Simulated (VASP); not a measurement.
Wanted: the native input for a VASP 6.6.1 run.

| Property | Result |
| --- | --- |
| Task | single point |
| Functional | PBE |
| Potentials or basis | VASP PAW PBE potentials, release 64 (Zn, Se) |
| Cutoff | 500 eV |
| k mesh | 6 × 6 × 6 |
| Occupations | gaussian, width 0.05 eV |
| Spin | no spin polarisation |
| Dipole correction | no |
| Further INCAR settings | ALGO = Normal; EDIFF = 1e-06; NBANDS = 16 |

The structure of ZnSe lies in POSCAR:

```
ZnSe
1.0
    0.0000000000      2.8667540572      2.8667540572
    2.8667540572      0.0000000000      2.8667540572
    2.8667540572      2.8667540572      0.0000000000
Zn Se
1 1
Direct
    0.0000000000      0.0000000000      0.0000000000
    0.2500000000      0.2500000000      0.2500000000
```

One way to write it, as run:

INCAR

```
PREC = Accurate
ENCUT = 500
EDIFF = 1E-6
ISMEAR = 0
SIGMA = 0.05
LREAL = False
LASPH = True
NELM = 120
ALGO = Normal
ISIF = 2
LWAVE = False
LCHARG = False
GGA = PE
NBANDS = 16
GGA_COMPAT = False
```

KPOINTS

```
regular mesh
0
Gamma
  6 6 6
```

Potentials or basis: VASP PAW PBE potentials, release 64 (Zn, Se).

The run is started by

```sh
$ cat potpaw_PBE.64/Zn/POTCAR potpaw_PBE.64/Se/POTCAR > POTCAR
$ mpirun -np 1 vasp_std > vasp.out
```

It gave:

```json
{"Pressure": "0.2 GPa", "Band gap on the k mesh": "1.15 eV"}
```

It took 15 s on 1 thread of Intel(R) Xeon(R) Platinum 8259CL CPU @ 2.50GHz (Skylake/Cascade Lake) (shared host), peak memory 0.16 GiB.
